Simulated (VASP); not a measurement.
# BaTiO3 (Barioperovskite) in VASP: notebook, part 2 of 3

VASP 6.6.1.

### 3 Single point, PBEsol

This run uses another cell than the first one, of 11.43 Å³/atom, 1.036 times its volume.

INCAR reads:

```
SYSTEM = BaTiO3
PREC     = Accurate       ! precision mode
ENCUT    = 520            ! plane-wave cutoff, eV
EDIFF    = 1E-6           ! SCF threshold, eV
ISMEAR   = -1             ! smearing method
SIGMA    = 0.05           ! smearing width, eV
LREAL    = .FALSE.        ! projectors in reciprocal space
LASPH    = .TRUE.         ! aspherical terms in the spheres
NELM     = 60             ! most SCF steps
ALGO     = Normal         ! electronic algorithm
ISIF     = 2              ! what is computed and relaxed
LWAVE    = .FALSE.        ! write WAVECAR
LCHARG   = .FALSE.        ! write CHGCAR
GGA      = PS             ! functional
NBANDS   = 28             ! bands
```

KPOINTS reads:

```
Automatic mesh
0
G
  7 7 7
  0 0 0
```

POSCAR reads:

```
BaTiO3
1.0
    3.8518262680      0.0000000000      0.0000000000
    0.0000000000      2.7237321912      2.7237217408
    0.0000000000     -2.7237321912      2.7237217408
Ba Ti O
1 1 3
Direct
    0.0000000000     -0.0006341201     -0.0006341201
    0.5000000000      0.4993288571      0.4993288571
    0.5000000000      0.9993928586      0.4994355184
    0.5000000000      0.4994355184      0.9993928586
    0.0000000000      0.4993568860      0.4993568860
```

Potentials or basis: VASP PAW PBE potentials, release 64 (Ba_sv, Ti_sv, O).

Command:

```console
$ cat potpaw_PBE.64/Ba_sv/POTCAR potpaw_PBE.64/Ti_sv/POTCAR potpaw_PBE.64/O/POTCAR > POTCAR
$ mpirun -np 1 vasp_std > vasp.out
```

OUTCAR:

```text
SYSTEM = BaTiO3
   PREC = Accurate
   ENCUT = 520
   EDIFF = 1E-6
   ISMEAR = -1
   LREAL = .FALSE.
   LASPH = .TRUE.
   NELM = 60
   ISIF = 2
   GGA = PS

 ion  position               nearest neighbor table
   1  0.000  0.999  0.999-   3 2.72   4 2.72   3 2.72   4 2.72   5 2.72   5 2.72   5 2.72   5 2.72
                             4 2.72   3 2.72   4 2.72   3 2.72   2 3.34   2 3.34   2 3.34   2 3.34
   2  0.500  0.499  0.499-   3 1.93   4 1.93   5 1.93   5 1.93   3 1.93   4 1.93   1 3.34   1 3.34
                             1 3.34   1 3.34   1 3.34   1 3.34   1 3.34   1 3.34
   3  0.500  0.999  0.499-   2 1.93   2 1.93   1 2.72   1 2.72   1 2.72   1 2.72
   4  0.500  0.499  0.999-   2 1.93   2 1.93   1 2.72   1 2.72   1 2.72   1 2.72
   5  0.000  0.499  0.499-   2 1.93   2 1.93   1 2.72   1 2.72   1 2.72   1 2.72

  LATTYP: Found a simple tetragonal cell.
 ALAT       =     3.8519316155
 C/A-ratio  =     0.9999726507

  Lattice vectors:

 A1 = (   0.0000000000,   2.7237321912,   2.7237217408)
 A2 = (   0.0000000000,  -2.7237321912,   2.7237217408)
 A3 = (   3.8518262680,   0.0000000000,   0.0000000000)

Analysis of symmetry for initial positions (statically):
=====================================================================
 Subroutine PRICEL returns:
 Original cell was already a primitive cell.

 Routine SETGRP: Setting up the symmetry group for a
 simple tetragonal supercell.

 Subroutine GETGRP returns: Found  4 space group operations
 (whereof  4 operations were pure point group operations)
 out of a pool of 16 trial point group operations.

The static configuration has the point symmetry C_2v.

Analysis of symmetry for dynamics (positions and initial velocities):
=====================================================================
 Subroutine PRICEL returns:
 Original cell was already a primitive cell.

 Routine SETGRP: Setting up the symmetry group for a
 simple tetragonal supercell.

 Subroutine GETGRP returns: Found  4 space group operations
 (whereof  4 operations were pure point group operations)
 out of a pool of 16 trial point group operations.

The dynamic configuration has the point symmetry C_2v.

 Subroutine INISYM returns: Found  4 space group operations
 (whereof  4 operations are pure point group operations),
 and found     1 'primitive' translations

----------------------------------------------------------------------------------------

                                     Primitive cell

  volume of cell :      57.1510

  direct lattice vectors                    reciprocal lattice vectors
     3.851826268  0.000000000  0.000000000     0.259617109  0.000000000  0.000000000
     0.000000000  2.723732191  2.723721741     0.000000000  0.183571645  0.183572350
     0.000000000 -2.723732191  2.723721741     0.000000000 -0.183571645  0.183572350

  length of vectors
     3.851826268  3.851931616  3.851931616     0.259617109  0.259610009  0.259610009

  position of ions in fractional coordinates (direct lattice)
     0.000000000  0.999365880  0.999365880
     0.500000000  0.499328857  0.499328857
     0.500000000  0.999392859  0.499435518
     0.500000000  0.499435518  0.999392859
     0.000000000  0.499356886  0.499356886

  ion indices of the primitive-cell ions
   primitive index   ion index
                 1           1
[... 33 lines left out ...]
  0.000000  0.000000  0.000000      1.000000
  0.142857  0.000000  0.000000      2.000000
  0.285714  0.000000  0.000000      2.000000
  0.428571  0.000000  0.000000      2.000000
  0.000000  0.142857  0.000000      4.000000
  0.142857  0.142857  0.000000      8.000000
[... 16 lines left out ...]
  0.428571  0.142857  0.142857      4.000000
  0.428571 -0.142857  0.142857      4.000000
 [... further k-points ...]
   k-points           NKPTS =     64   k-points in BZ     NKDIM =     64   number of bands    NBANDS=     28
   number of dos      NEDOS =    301   number of ions     NIONS =      5
   total plane-waves  NPLWV =  27000
   dimension x,y,z NGX =    30 NGY =   30 NGZ =   30
   dimension x,y,z NGXF=    60 NGYF=   60 NGZF=   60
   ions per type =               1   1   3
   NGX,Y,Z   is equivalent  to a cutoff of  12.95, 12.95, 12.95 a.u.
   NGXF,Y,Z  is equivalent  to a cutoff of  25.90, 25.90, 25.90 a.u.
 SYSTEM =  BaTiO3
   PREC   = accura    normal or accurate (medium, high low for compatibility)
   ISTART =      0    job   : 0-new  1-cont  2-samecut
   ICHARG =      2    charge: 1-file 2-atom 10-const
   ISPIN  =      1    spin polarized calculation?
   LNONCOLLINEAR =      F non collinear calculations
   LSORBIT =      F    spin-orbit coupling
   LASPH  =      T    aspherical Exc in radial PAW
   ENCUT  =  520.0 eV  38.22 Ry    6.18 a.u.   7.16  7.16  7.16*2*pi/ulx,y,z
   NELM   =     60;   NELMIN=  2; NELMDL= -5     # of ELM steps
   EDIFF  = 0.1E-05   stopping-criterion for ELM
   LREAL  =      F    real-space projection
   EDIFFG = 0.1E-04   stopping-criterion for IOM
   NSW    =      0    number of steps for IOM
   IBRION =     -1    ionic relax: 0-MD 1-quasi-New 2-CG
   NFREE  =      0    steps in history (QN), initial steepest desc. (CG)
   ISIF   =      2    stress and relaxation
   ISYM   =      2    0-nonsym 1-usesym 2-fastsym
   POTIM  = 0.5000    time-step for ionic-motion
   TEBEG  =    0.0;   TEEND  =   0.0 temperature during run
   PSTRESS=    0.0 pullay stress
   NELECT =      40.0000    total number of electrons
   NUPDOWN=      -1.0000    fix difference up-down
   EMIN   =  10.00;   EMAX   =-10.00  energy-range for DOS
   EFERMI =   0.00;   METHOD = LEGACY
   ISMEAR =    -1;   SIGMA  =   0.05  broadening in eV -4-tet -1-fermi 0-gaus
   EFERMI_NEDOS =   21; number of points for ismear=-14 and -15
   IALGO  =     38    algorithm
   IMIX   =      4    mixing-type and parameters
     AMIX     =   0.40;   BMIX     =  1.00
     AMIX_MAG =   1.60;   BMIX_MAG =  1.00
  volume/ion in A,a.u.               =      11.43        77.13
  Fermi-wavevector in a.u.,A,eV,Ry     =   1.453517  2.746750 28.745201  2.112713
  Thomas-Fermi vector in A             =   2.570775
   LORBIT       =      0    0 simple, 1 ext, 2 COOP (PROOUT), +10 PAW based schemes
   GGA     = PS    functional components
   LHFCALC =     F    Hartree Fock is set to
   AEXX    =    0.0000 exact exchange contribution
   IVDW    =     0    specifies the selected vdW correction
   LEPSILON=     F    determine dielectric tensor
   LRPA    =     F    only Hartree local field effects (RPA)
 non-spin polarized calculation
  energy-cutoff  :      520.00
  volume of cell :       57.15
 maximum number of plane-waves:      1551
 NGX is ok and might be reduce to    30
   NGX = 15   NGY = 15   NGZ = 15

 number of electron      40.0000029 magnetization

 Free energy of the ion-electron system (eV)
  ---------------------------------------------------
  ext. energy  EPLUGINS =         0.00000000
  ---------------------------------------------------
  free energy    TOTEN  =       -41.57961926 eV

  energy without entropy =      -41.57961926  energy(sigma->0) =      -41.57961926

 E-fermi :   5.5990     XC(G=0): -12.1342

 val. band max:        4.6215903948   @ k =   0.0000   0.0000   0.0000
 cond. band min:       6.5359413481   @ k =   0.0000   0.0000   0.0000
 fundamental gap:      1.9143509533
 Fermi energy:         5.5990396937

 k-point     1 :       0.0000    0.0000    0.0000
  band No.  band energies     occupation
      1     -51.2377      2.00000
      2     -27.6408      2.00000
      3     -27.6408      2.00000
      4     -27.6408      2.00000
      5     -19.9350      2.00000
      6     -12.4134      2.00000
[... 733 lines left out ...]
     27      13.0391      0.00000
     28      14.1315      0.00000

 [... further k-points ...]

------------------------ aborting loop because EDIFF is reached ----------------------------------------

  FORCE on cell =-STRESS in cart. coord.  units (eV):
  Direction    XX          YY          ZZ          XY          YZ          ZX
  --------------------------------------------------------------------------------------
  -------------------------------------------------------------------------------------
  Total        8.1347511      8.1315318      8.1319146      0.0000000      0.0000000      0.0000000
  in kB      228.0504977    227.9602474    227.9709783      0.0000000      0.0000000      0.0000000
  external PRESSURE =     227.9939078 kB  Pullay stress =       0.0000000 kB

 VOLUME and BASIS-vectors are now :
 -----------------------------------------------------------------------------
  energy-cutoff  :      520.00
  volume of cell :       57.15
      direct lattice vectors                 reciprocal lattice vectors
     3.851826268  0.000000000  0.000000000     0.259617109  0.000000000  0.000000000
     0.000000000  2.723732191  2.723721741     0.000000000  0.183571645  0.183572350
     0.000000000 -2.723732191  2.723721741     0.000000000 -0.183571645  0.183572350

 POSITION                                       TOTAL-FORCE (eV/Angst)
 -----------------------------------------------------------------------------------
      0.00000      0.00000      5.44399         0.000000      0.000000     -0.000073
      1.92591      0.00000      2.72007         0.000000      0.000000      0.000952
      1.92591      1.36175      4.08239         0.000000      0.000492     -0.000907
      1.92591     -1.36175      4.08239         0.000000     -0.000492     -0.000907
      0.00000      0.00000      2.72022         0.000000      0.000000      0.000934
 -----------------------------------------------------------------------------------
    total drift:                                0.000000      0.000001      0.000354

  FREE ENERGIE OF THE ION-ELECTRON SYSTEM (eV)
  ---------------------------------------------------
  free  energy   TOTEN  =       -41.5796192617 eV

  energy  without entropy=      -41.5796192612  energy(sigma->0) =      -41.57961926
```

Wall time 1.9 min (1 thread of Intel Xeon 6975P-C (Granite Rapids), shared host); peak memory 0.24 GiB.

Results:

* Free energy: -41.5796 eV
* Pressure: 22.8 GPa
* Band gap on the k mesh: 1.91 eV, direct

Levels at points of the mesh, in eV from the valence-band top:
```tsv
k point	band 16	band 17	band 18	band 19	band 20	band 21	band 22	band 23	band 24	band 25
(0.00, 0.00, 0.00)	-1.30	-1.30	0.00	0.00	0.00	1.91	1.91	1.91	4.72	4.72
```

Caveat: the PAW data sets were made with another functional, which shifts forces and pressure a little; spin-orbit coupling is left out, which moves the levels of the heavy elements. A k mesh can miss the band edges.

(Continued in part 3 of 3.)
